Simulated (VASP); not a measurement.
# Se (P3_121) in VASP: further runs, part 3 of 3

VASP 6.6.1. Earlier steps stand in the parts before.

## 6. Electric field gradients, LDA (volume scaled by 1.04)

INCAR reads:

```
SYSTEM = Se
PREC = Accurate
ENCUT = 520
EDIFF = 1E-8
ISMEAR = -1
SIGMA = 0.03
LREAL = .FALSE.
LASPH = .TRUE.
NELM = 80
ALGO = Normal
ISIF = 2
LWAVE = .FALSE.
LCHARG = .FALSE.
LEFG = .TRUE.
NBANDS = 16
```

KPOINTS reads:

```
regular mesh
0
G
  6 6 5
  0 0 0
```

POSCAR reads:

```
Se
1.0
    4.4236565372      0.0000000000      0.0000000000
   -2.2118282686      3.8309989389      0.0000000000
    0.0000000000      0.0000000000      5.0187864228
Se
3
Direct
    0.2254000000      0.0000000000      0.3333333333
    0.0000000000      0.2254000000      0.6666666667
    0.7746000000      0.7746000000      0.0000000000
```

Potentials or basis: VASP PAW LDA potentials, release 64 (Se).

Launch:

```console
> cat potpaw_LDA.64/Se/POTCAR > POTCAR
> mpirun -np 1 vasp_std > vasp.out
```

OUTCAR:

```text
SYSTEM = Se
   PREC = Accurate
   ENCUT = 520
   EDIFF = 1E-8
   ISMEAR = -1
   LREAL = .FALSE.
   LASPH = .TRUE.
   NELM = 80
   ISIF = 2

 ion  position               nearest neighbor table
   1  0.225  0.000  0.333-   3 2.40   2 2.40
   2  0.000  0.225  0.667-   3 2.40   1 2.40
   3  0.775  0.775  0.000-   1 2.40   2 2.40

  LATTYP: Found a hexagonal cell.
 ALAT       =     4.4236565372
 C/A-ratio  =     1.1345334749

  Lattice vectors:

 A1 = (   4.4236565372,   0.0000000000,   0.0000000000)
 A2 = (  -2.2118282686,   3.8309989389,   0.0000000000)
 A3 = (   0.0000000000,   0.0000000000,   5.0187864228)

Analysis of symmetry for initial positions (statically):
=====================================================================
 Subroutine PRICEL returns:
 Original cell was already a primitive cell.

 Routine SETGRP: Setting up the symmetry group for a
 hexagonal supercell.

 Subroutine GETGRP returns: Found  6 space group operations
 (whereof  2 operations were pure point group operations)
 out of a pool of 24 trial point group operations.

The static configuration has the point symmetry C_2 .
 The point group associated with its full space group is D_3 .

Analysis of symmetry for dynamics (positions and initial velocities):
=====================================================================
 Subroutine PRICEL returns:
 Original cell was already a primitive cell.

 Routine SETGRP: Setting up the symmetry group for a
 hexagonal supercell.

 Subroutine GETGRP returns: Found  6 space group operations
 (whereof  2 operations were pure point group operations)
[... 162 lines left out ...]
      1     -13.3003      2.00000
      2      -9.4021      2.00000
      3      -9.4021      2.00000
      4      -1.4779      2.00000
      5      -1.4779      2.00000
      6      -1.3489      2.00000
[... 433 lines left out ...]
      3      -8.0074      2.00000
      4      -2.8725      2.00000
      5      -2.0228      2.00000
      6      -1.4509      2.00000
[... 8 lines left out ...]
     15       9.9987      0.00000
     16      10.4211      0.00000

 [... further k-points ...]
[... 5 lines left out ...]
  --------------------------------------------------------------------------------------
  -------------------------------------------------------------------------------------
  Total       -1.6615883     -1.6615883     -1.5548713      0.0000000      0.0000000      0.0000000
  in kB      -31.2998224    -31.2998224    -29.2895627      0.0000000      0.0000000      0.0000000
  external PRESSURE =     -30.6297358 kB  Pullay stress =       0.0000000 kB

 VOLUME and BASIS-vectors are now :
 -----------------------------------------------------------------------------
  energy-cutoff  :      520.00
  volume of cell :       85.05
      direct lattice vectors                 reciprocal lattice vectors
     4.423656537  0.000000000  0.000000000     0.226057333  0.130514262  0.000000000
    -2.211828269  3.830998939  0.000000000     0.000000000  0.261028524  0.000000000
     0.000000000  0.000000000  5.018786423     0.000000000  0.000000000  0.199251356

 POSITION                                       TOTAL-FORCE (eV/Angst)
 -----------------------------------------------------------------------------------
      0.99709      0.00000      1.67293        -0.123971     -0.000000     -0.000000
     -0.49855      0.86351      3.34586         0.061985     -0.107362      0.000000
      1.71328      2.96749      0.00000         0.061985      0.107362      0.000000
 -----------------------------------------------------------------------------------
    total drift:                                0.000002      0.000003     -0.000000

  FREE ENERGIE OF THE ION-ELECTRON SYSTEM (eV)
  ---------------------------------------------------
  free  energy   TOTEN  =       -12.2811900430 eV

  energy  without entropy=      -12.2811900428  energy(sigma->0) =      -12.28119004

 Electric field gradients (V/A^2)
---------------------------------------------------------------------
 ion       V_xx      V_yy      V_zz      V_xy      V_xz      V_yz
---------------------------------------------------------------------
   1     172.252  -340.890   168.638     0.000    -0.000   331.047
   2    -212.605    43.967   168.638  -222.197  -286.695  -165.524
   3    -212.605    43.967   168.638   222.198   286.695  -165.524
---------------------------------------------------------------------

 Electric field gradients after diagonalization (V/A^2)
 (convention: |V_zz| > |V_xx| > |V_yy|)
----------------------------------------------------------------------
 ion       V_xx      V_yy      V_zz     asymmetry (V_yy - V_xx)/ V_zz
----------------------------------------------------------------------
   1     331.602   172.252  -503.855       0.316
   2     331.602   172.252  -503.855       0.316
   3     331.603   172.253  -503.855       0.316
----------------------------------------------------------------------

           NMR quadrupolar parameters

 Cq : quadrupolar parameter    Cq=e*Q*V_zz/h
 eta: asymmetry parameters     (V_yy - V_xx)/ V_zz
 Q  : nuclear electric quadrupole moment in mb (millibarn)
----------------------------------------------------------------------
 ion       Cq(MHz)       eta       Q (mb)
----------------------------------------------------------------------
   1      -1.218       0.316       1.000
   2      -1.218       0.316       1.000
   3      -1.218       0.316       1.000
----------------------------------------------------------------------
```

OSZICAR:

```text
N       E                     dE             d eps       ncg     rms          rms(c)
DAV:   1     0.805974808932E+02    0.80597E+02   -0.71470E+03   864   0.927E+02
DAV:   2    -0.699044398507E+01   -0.87588E+02   -0.83033E+02  1152   0.154E+02
DAV:   3    -0.123692672250E+02   -0.53788E+01   -0.53622E+01  1016   0.435E+01
DAV:   4    -0.124096615868E+02   -0.40394E-01   -0.40388E-01  1216   0.445E+00
DAV:   5    -0.124099618526E+02   -0.30027E-03   -0.30026E-03  1008   0.372E-01    0.682E+00
DAV:   6    -0.123177424259E+02    0.92219E-01   -0.41132E-02  1120   0.119E+00    0.416E+00
DAV:   7    -0.122820155161E+02    0.35727E-01   -0.79249E-02  1032   0.160E+00    0.196E-01
DAV:   8    -0.122811616974E+02    0.85382E-03   -0.84724E-03   992   0.554E-01    0.917E-02
DAV:   9    -0.122811910148E+02   -0.29317E-04   -0.26322E-04  1216   0.101E-01    0.255E-02
DAV:  10    -0.122811897519E+02    0.12630E-05   -0.20019E-05  1048   0.276E-02    0.602E-03
DAV:  11    -0.122811901625E+02   -0.41066E-06   -0.28045E-06  1168   0.927E-03    0.400E-03
DAV:  12    -0.122811900409E+02    0.12158E-06   -0.35949E-07  1040   0.360E-03    0.515E-04
DAV:  13    -0.122811900430E+02   -0.20462E-08   -0.65033E-08  1176   0.135E-03
   1 F= -.12281190E+02 E0= -.12281190E+02  d E =-.163643E-09
```

stdout:

```text
POSCAR found type information on POSCAR Se
 POSCAR found :  1 types and       3 ions
 scaLAPACK will be used
 LDA part: xc-table for (Slater(with rela. corr.)+CA(PZ))
 , standard interpolation
 POSCAR, INCAR and KPOINTS ok, starting setup
 FFT: planning ... GRIDC
 FFT: planning ... GRID_SOFT
 FFT: planning ... GRID
 WAVECAR not read
 entering main loop
ion   1

ion   2
     0.0000499     3.4150577     2.4708688    -2.1328468     4.2796703     1.9716845
     0.0000687     3.4150577     2.4708688    -2.1328468     4.2796703     1.9716845
     0.0000946     3.4150577     2.4708688    -2.1328468     4.2796703     1.9716845
     0.0001302     3.4150576     2.4708688    -2.1328467     4.2796702     1.9716844

     0.0000499   203.4767915   151.4854850  -133.6063107   262.3805567   117.4773803
     0.0000687   203.4718787   151.4818211  -133.6030778   262.3742106   117.4745439
     0.0000946   203.4639154   151.4758823  -133.5978377   262.3639242   117.4699463
     0.0001302   203.4510716   151.4663039  -133.5893867   262.3473340   117.4625309

ion   3
     0.0000499    -3.4150577     2.4708688    -2.1328468    -4.2796703     1.9716845
     0.0000687    -3.4150577     2.4708688    -2.1328468    -4.2796703     1.9716845
     0.0000946    -3.4150577     2.4708688    -2.1328468    -4.2796703     1.9716845
     0.0001302    -3.4150576     2.4708688    -2.1328467    -4.2796702     1.9716844

     0.0000499  -203.4767915   151.4854850  -133.6063107  -262.3805567   117.4773803
     0.0000687  -203.4718787   151.4818211  -133.6030778  -262.3742106   117.4745439
     0.0000946  -203.4639154   151.4758823  -133.5978377  -262.3639242   117.4699463
     0.0001302  -203.4510716   151.4663039  -133.5893867  -262.3473340   117.4625309
```

Run time: 22 s. Hardware: 1 thread of Intel Xeon Platinum 8375C at 2.90GHz (Ice Lake), shared host; peak memory 0.18 GiB.

Results:

```
Free energy            : -12.2812 eV
Pressure               : -3.1 GPa
Largest force          : 0.124 eV/Å
Band gap on the k mesh : 1.20 eV, indirect (least direct gap 1.34 eV)
```

Forces on the atoms (eV/Å):
```
Se  -0.124  0.000  0.000
Se   0.062 -0.107  0.000
Se   0.062  0.107  0.000
```

Levels at points of the mesh, in eV from the valence-band top:
```tsv
k point	band 5	band 6	band 7	band 8	band 9	band 10	band 11	band 12	band 13	band 14
(0.00, 0.00, 0.00)	-3.63	-3.50	-1.80	-1.80	-0.25	1.84	1.84	2.18	5.90	6.49
(0.50, 0.00, 0.00)	-4.45	-3.19	-2.70	-1.59	-0.83	1.90	2.29	3.97	5.31	7.53
```

Electric field gradients, principal values (V/Å²):
```tsv
atom	least	middle	greatest (by size)
1 Se	172.252	331.602	-503.855
2 Se	172.252	331.602	-503.855
3 Se	172.253	331.603	-503.855
```

Caveat: without QUAD_EFG the Cq values of the log hold for a quadrupole moment of 1 mb, not for the nuclei.

## 7. Overview

| cell | gap on the mesh (eV) | pressure (GPa) | largest force (eV/Å) |
| --- | --- | --- | --- |
| a = 4.337, b = 4.337, c = 4.920 Å, angles 90.0, 90.0, 120.0°, 3 atoms | 1.17 | 0.1 | 0.48 |
| a = 4.381, b = 4.381, c = 4.970 Å, angles 90.0, 90.0, 120.0°, 3 atoms | 1.19 | -1.6 | 0.16 |
| a = 4.424, b = 4.424, c = 5.019 Å, angles 90.0, 90.0, 120.0°, 3 atoms | 1.20 | -3.1 | 0.12 |

Alike in all rows: task electric field gradients; level LDA; potentials or basis VASP PAW LDA potentials, release 64 (Se); no spin polarisation; k mesh 6 × 6 × 5; cutoff (eV) 520; smearing fermi-dirac 0.03 eV.

Total energies depend on the potentials used, so only differences within one code and one set of settings carry meaning.
